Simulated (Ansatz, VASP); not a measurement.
**EuO in VASP and in Ansatz**

```
CELL_PARAMETERS angstrom
0.00000 2.53030 -2.53030
0.00000 2.53030 2.53030
5.06059 0.00000 0.00000
ATOMIC_POSITIONS crystal
Eu 0.00000 0.00000 0.00000
Eu 0.50000 0.50000 0.50000
O 0.00000 0.00000 0.50000
O 0.50000 0.50000 0.00000
```

Alike in both runs: task single point; functional PBE; k mesh 8 × 8 × 6; occupations gaussian, width 0.05 eV; collinear spin.

```csv
,VASP,Ansatz
version,VASP 6.6.1,Ansatz 0.2.0
potentials or method,"VASP PAW PBE potentials, release 64 (Eu, O), cutoff 600 eV","scalar-relativistic, plane waves, PAW"
valence electrons in the cell,46,46
```

```csv
,VASP,Ansatz,Ansatz less VASP
gap on the k mesh at the Fermi level (eV),none,none,-
pressure (GPa),-0.1,0.1,+0.17
net moment per atom (μB),3.47,3.48,+0.003
size of the moment on the site where the two differ most (μB),0.10,0.08,-0.019
```

Site moments also hang on the region over which each program counts them. A gap of «none» marks a metal or a gap that the smearing closes. With one functional, cell and mesh, what is left measures potentials, basis and numerics.

Spin-orbit coupling is off throughout.
